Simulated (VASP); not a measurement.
# TePb (Fm-3m) in VASP: elastic constants with LDA

Aim: the elastic constants of TePb with LDA.

All numbers are computed with VASP 6.6.1; they aren't measurements. Logs are shortened: lines on timing, memory, paths and dates and some standing lists are left out, and cuts for length are marked.

### Step 1. The cell of the first run

The structure is cubic, space group Fm-3m (No. 225). The conventional cell has a = 6.380 Å, b = 6.380 Å, c = 6.380 Å, α = 90.00°, β = 90.00°, γ = 90.00°. Te (site symmetry m-3m) has 6 Pb at 3.19 Å within 4.2 Å. Pb (site symmetry m-3m) has 6 Te at 3.19 Å within 4.2 Å.

### Step 2. Elastic constants, LDA

INCAR reads:

```
SYSTEM = TePb
PREC = Accurate
ENCUT = 600
EDIFF = 1E-8
ISMEAR = 0
SIGMA = 0.01
LREAL = .False.
LASPH = .True.
NELM = 100
ALGO = Normal
ISIF = 3
LWAVE = .False.
LCHARG = .True.
NBANDS = 17
IBRION = 6
NFREE = 2
POTIM = 0.015
NSW = 1
```

KPOINTS reads:

```
Automatic mesh
0
Gamma
  10 10 10
  0 0 0
```

POSCAR reads:

```
TePb
1.0
    0.0000000000      3.1899254632      3.1899254632
    3.1899254632      0.0000000000      3.1899254632
    3.1899254632      3.1899254632      0.0000000000
Te Pb
1 1
Direct
    0.5000000000      0.5000000000      0.5000000000
    0.0000000000      0.0000000000      0.0000000000
```

Potentials or basis: VASP PAW LDA potentials, release 64 (Te, Pb_d).

Command:

```
> cat potpaw_LDA.64/Te/POTCAR potpaw_LDA.64/Pb_d/POTCAR > POTCAR
> mpirun -np 1 vasp_std > vasp.out
```

OUTCAR:

```text
SYSTEM = TePb
   PREC = Accurate
   ENCUT = 600
   EDIFF = 1E-8
   ISMEAR = 0
   LREAL = .False.
   LASPH = .True.
   NELM = 100
   ISIF = 3
   IBRION = 6
   NFREE = 2
   POTIM = 0.015
   NSW = 1

 ion  position               nearest neighbor table
   1  0.500  0.500  0.500-   2 3.19   2 3.19   2 3.19   2 3.19   2 3.19   2 3.19
   2  0.000  0.000  0.000-   1 3.19   1 3.19   1 3.19   1 3.19   1 3.19   1 3.19

  LATTYP: Found a face centered cubic cell.
 ALAT       =     6.3798509264

  Lattice vectors:

 A1 = (   0.0000000000,   3.1899254632,   3.1899254632)
 A2 = (   3.1899254632,   0.0000000000,   3.1899254632)
 A3 = (   3.1899254632,   3.1899254632,   0.0000000000)

Analysis of symmetry for initial positions (statically):
=====================================================================
 Subroutine PRICEL returns:
 Original cell was already a primitive cell.

 Routine SETGRP: Setting up the symmetry group for a
 face centered cubic supercell.

 Subroutine GETGRP returns: Found 48 space group operations
 (whereof 48 operations were pure point group operations)
 out of a pool of 48 trial point group operations.

The static configuration has the point symmetry O_h .

Analysis of symmetry for dynamics (positions and initial velocities):
=====================================================================
 Subroutine PRICEL returns:
 Original cell was already a primitive cell.

 Routine SETGRP: Setting up the symmetry group for a
 face centered cubic supercell.

 Subroutine GETGRP returns: Found 48 space group operations
 (whereof 48 operations were pure point group operations)
 out of a pool of 48 trial point group operations.

The dynamic configuration has the point symmetry O_h .

 Subroutine INISYM returns: Found 48 space group operations
 (whereof 48 operations are pure point group operations),
 and found     1 'primitive' translations

----------------------------------------------------------------------------------------

                                     Primitive cell

  volume of cell :      64.9190

  direct lattice vectors                    reciprocal lattice vectors
     0.000000000  3.189925463  3.189925463    -0.156743474  0.156743474  0.156743474
     3.189925463  0.000000000  3.189925463     0.156743474 -0.156743474  0.156743474
     3.189925463  3.189925463  0.000000000     0.156743474  0.156743474 -0.156743474

  length of vectors
     4.511235853  4.511235853  4.511235853     0.271487661  0.271487661  0.271487661

  position of ions in fractional coordinates (direct lattice)
     0.500000000  0.500000000  0.500000000
     0.000000000  0.000000000  0.000000000

  ion indices of the primitive-cell ions
   primitive index   ion index
                 1           1
                 2           2

----------------------------------------------------------------------------------------

 KPOINTS: Automatic mesh

Automatic generation of k-mesh.
 Grid dimensions read from file:
 generate k-points for:   10   10   10

 Generating k-lattice:

  Cartesian coordinates                     Fractional coordinates (reciprocal lattice)
    -0.015674347  0.015674347  0.015674347     0.100000000  0.000000000  0.000000000
     0.015674347 -0.015674347  0.015674347     0.000000000  0.100000000  0.000000000
     0.015674347  0.015674347 -0.015674347     0.000000000  0.000000000  0.100000000

  Length of vectors
     0.027148766  0.027148766  0.027148766

  Shift w.r.t. Gamma in fractional coordinates (k-lattice)
     0.000000000  0.000000000  0.000000000

 Subroutine IBZKPT returns following result:
 ===========================================

 Found     47 irreducible k-points:

 Following reciprocal coordinates:
            Coordinates               Weight
  0.000000  0.000000  0.000000      1.000000
  0.100000  0.000000  0.000000      8.000000
  0.200000  0.000000  0.000000      8.000000
  0.300000  0.000000  0.000000      8.000000
  0.400000  0.000000  0.000000      8.000000
  0.500000  0.000000  0.000000      4.000000
[... 16 lines left out ...]
  0.300000  0.300000  0.000000      6.000000
[... 25 lines left out ...]
   NFREE  =      2    steps in history (QN), initial steepest desc. (CG)
   ISIF   =      3    stress and relaxation
   ISYM   =      2    0-nonsym 1-usesym 2-fastsym
   POTIM  = 0.0150    time-step for ionic-motion
   TEBEG  =    0.0;   TEEND  =   0.0 temperature during run
   PSTRESS=    0.0 pullay stress
   NELECT =      20.0000    total number of electrons
   NUPDOWN=      -1.0000    fix difference up-down
   EMIN   =  10.00;   EMAX   =-10.00  energy-range for DOS
   EFERMI =   0.00;   METHOD = LEGACY
   ISMEAR =     0;   SIGMA  =   0.01  broadening in eV -4-tet -1-fermi 0-gaus
   EFERMI_NEDOS =   21; number of points for ismear=-14 and -15
   IALGO  =     38    algorithm
   IMIX   =      4    mixing-type and parameters
     AMIX     =   0.40;   BMIX     =  1.00
     AMIX_MAG =   1.60;   BMIX_MAG =  1.00
  volume/ion in A,a.u.               =      32.46       219.05
  Fermi-wavevector in a.u.,A,eV,Ry     =   1.105675  2.089423 16.633367  1.222518
  Thomas-Fermi vector in A             =   2.242166
   LORBIT       =      0    0 simple, 1 ext, 2 COOP (PROOUT), +10 PAW based schemes
   GGA     = CA    functional components
   LHFCALC =     F    Hartree Fock is set to
   AEXX    =    0.0000 exact exchange contribution
   IVDW    =     0    specifies the selected vdW correction
   LEPSILON=     F    determine dielectric tensor
   LRPA    =     F    only Hartree local field effects (RPA)
 finite differences with symmetry
 non-spin polarized calculation
 Gauss-broadening in eV      SIGMA  =   0.01
  energy-cutoff  :      600.00
  volume of cell :       64.92
 maximum number of plane-waves:      2200
   NGX = 17   NGY = 17   NGZ = 17

--------------------------------------- Ionic step        1  -------------------------------------------

 number of electron      19.9999999 magnetization

 Free energy of the ion-electron system (eV)
  ---------------------------------------------------
  ext. energy  EPLUGINS =         0.00000000
  ---------------------------------------------------
  free energy    TOTEN  =        -8.77508307 eV

  energy without entropy =       -8.77508307  energy(sigma->0) =       -8.77508307

------------------------ aborting loop because EDIFF is reached ----------------------------------------

  FORCE on cell =-STRESS in cart. coord.  units (eV):
  Direction    XX          YY          ZZ          XY          YZ          ZX
  --------------------------------------------------------------------------------------
  -------------------------------------------------------------------------------------
  Total        0.0457481      0.0457481      0.0457481      0.0000000      0.0000000     -0.0000000
  in kB        1.1290469      1.1290469      1.1290469      0.0000000      0.0000000     -0.0000000
  external PRESSURE =       1.1290469 kB  Pullay stress =       0.0000000 kB
[... 89 lines left out ...]
  FREE ENERGIE OF THE ION-ELECTRON SYSTEM (eV)
  ---------------------------------------------------
  free  energy   TOTEN  =        -8.7676360923 eV

  energy  without entropy=       -8.7676360923  energy(sigma->0) =       -8.76763609

[... ionic steps 4 to 14 ...]

--------------------------------------- Ionic step       15  -------------------------------------------

 number of electron      19.9999999 magnetization

------------------------ aborting loop because EDIFF is reached ----------------------------------------
[... 67 lines left out ...]
--------------------------------------- Ionic step       17  -------------------------------------------

 number of electron      20.0000000 magnetization

 Free energy of the ion-electron system (eV)
  ---------------------------------------------------
  ext. energy  EPLUGINS =         0.00000000
  ---------------------------------------------------
  free energy    TOTEN  =        -8.77500902 eV

  energy without entropy =       -8.77500902  energy(sigma->0) =       -8.77500902

 E-fermi :   6.0385     XC(G=0):  -9.7435

 val. band max:        5.9324982912   @ k =   0.5000   0.0000   0.0000
 cond. band min:       6.4879669313   @ k =   0.5000   0.0000   0.0000
 fundamental gap:      0.5554686400
 Fermi energy:         6.0385470009

 k-point     1 :       0.0000    0.0000    0.0000
  band No.  band energies     occupation
      1     -10.8144      2.00000
      2     -10.8144      2.00000
      3     -10.7974      2.00000
      4     -10.7974      2.00000
      5     -10.7974      2.00000
      6      -6.4567      2.00000
[... 457 lines left out ...]
      4     -10.7742      2.00000
      5     -10.7730      2.00000
      6      -5.1075      2.00000
[... 9 lines left out ...]
     16      15.6017      0.00000
     17      16.0759      0.00000

 [... further k-points ...]
[... 5 lines left out ...]
  --------------------------------------------------------------------------------------
  -------------------------------------------------------------------------------------
  Total        0.0495661      0.0456025      0.0456025      0.0000000      0.0000000      0.0000000
  in kB        1.2232737      1.1254536      1.1254536      0.0000000      0.0000000      0.0000000
  external PRESSURE =       1.1580603 kB  Pullay stress =       0.0000000 kB
[... 17 lines left out ...]
  FREE ENERGIE OF THE ION-ELECTRON SYSTEM (eV)
  ---------------------------------------------------
  free  energy   TOTEN  =        -8.7750090249 eV

  energy  without entropy=       -8.7750090249  energy(sigma->0) =       -8.77500902

 INTERNAL STRAIN TENSORS FROM STRAINED CELLS
 ============================================

 INTERNAL STRAIN TENSOR FOR ION    1 for displacements in x,y,z  (eV/Angst):
          X           Y           Z          XY          YZ          ZX
  --------------------------------------------------------------------------------
  x     0.00000    -0.00000    -0.00000     0.00000     0.00000    -0.00000
  y    -0.00000    -0.00000     0.00000    -0.00000     0.00000     0.00000
  z     0.00000     0.00000    -0.00000     0.00000     0.00000    -0.00000

 INTERNAL STRAIN TENSORS FROM DISPLACED ATOMS
 ============================================

 INTERNAL STRAIN TENSOR FOR ION    1 for displacements in x,y,z  (eV/Angst):
          X           Y           Z          XY          YZ          ZX
  --------------------------------------------------------------------------------
  x     0.00000     0.00000     0.00000     0.00000     0.00000     0.00000
  y     0.00000     0.00000     0.00000     0.00000     0.00000     0.00000
  z     0.00000     0.00000     0.00000     0.00000     0.00000     0.00000

 INTERNAL STRAIN TENSOR FOR ION    2 for displacements in x,y,z  (eV/Angst):
          X           Y           Z          XY          YZ          ZX
  --------------------------------------------------------------------------------
  x     0.00000     0.00000     0.00000     0.00000     0.00000     0.00000
  y     0.00000     0.00000     0.00000     0.00000     0.00000     0.00000
  z     0.00000     0.00000     0.00000     0.00000     0.00000     0.00000

 Eigenvectors and eigenvalues of the dynamical matrix
 ----------------------------------------------------

   1 f  =    1.429226 THz     8.980092 2PiTHz   47.673846 cm-1     5.910801 meV
             X         Y         Z           dx          dy          dz
      3.189925  3.189925  3.189925     0.000000   -0.785938    0.000000
      0.000000  0.000000  0.000000     0.000000    0.618305    0.000000
[... 21 lines left out ...]
   6 f/i=    0.001733 THz     0.010891 2PiTHz    0.057820 cm-1     0.007169 meV
             X         Y         Z           dx          dy          dz
      3.189925  3.189925  3.189925    -0.615877    0.054747    0.000000
      0.000000  0.000000  0.000000    -0.782851    0.069590    0.000000

--------------------------------------------------------------------------------------------------------

 ELASTIC MODULI CONTR FROM IONIC RELAXATION (kBar)
 Direction    XX          YY          ZZ          XY          YZ          ZX
 --------------------------------------------------------------------------------
 XX           0.0000      0.0000      0.0000      0.0000      0.0000      0.0000
 YY           0.0000      0.0000      0.0000      0.0000      0.0000      0.0000
 ZZ           0.0000      0.0000      0.0000      0.0000      0.0000      0.0000
 XY           0.0000      0.0000      0.0000      0.0000      0.0000      0.0000
 YZ           0.0000      0.0000      0.0000      0.0000      0.0000      0.0000
 ZX           0.0000      0.0000      0.0000      0.0000      0.0000      0.0000
 --------------------------------------------------------------------------------

 TOTAL ELASTIC MODULI (kBar)
 Direction    XX          YY          ZZ          XY          YZ          ZX
 --------------------------------------------------------------------------------
 XX        1394.9574     45.6350     45.6350     -0.0000      0.0000      0.0000
 YY          45.6350   1394.9574     45.6350      0.0000      0.0000     -0.0000
 ZZ          45.6350     45.6350   1394.9574     -0.0000      0.0000     -0.0000
 XY          -0.0000      0.0000     -0.0000    159.0693      0.0000     -0.0000
 YZ           0.0000      0.0000      0.0000      0.0000    159.0693      0.0000
 ZX           0.0000     -0.0000     -0.0000     -0.0000      0.0000    159.0693
 --------------------------------------------------------------------------------
```

It took 36 min on 1 thread of Intel Xeon Platinum 8259CL at 2.50GHz (Skylake/Cascade Lake), shared host; peak memory 0.66 GiB.

Results:

| Item | Value |
| --- | --- |
| Elastic constants C11, C12, C44 | 139, 5, 16 GPa |
| Voigt bulk modulus | 50 GPa |
| Highest phonon frequency at Γ, LO-TO splitting left out | 48 cm⁻¹ |

Phonon frequencies in cm⁻¹ (negative: imaginary):
```tsv
q point	frequencies
(0.000, 0.000, 0.000)	0 0 0 48 48 48
```

Elastic tensor in Voigt notation (GPa, in the Cartesian axes of the cell as first typed):
```
139   5   5   0   0   0
  5 139   5   0   0   0
  5   5 139   0   0   0
  0   0   0  16   0   0
  0   0   0   0  16   0
  0   0   0   0   0  16
```

Clamped-ion elastic tensor (GPa):
```
139   5   5   0   0   0
  5 139   5   0   0   0
  5   5 139   0   0   0
  0   0   0  16   0   0
  0   0   0   0  16   0
  0   0   0   0   0  16
```

Caveat: spin-orbit coupling is left out, which moves the levels of the heavy elements.
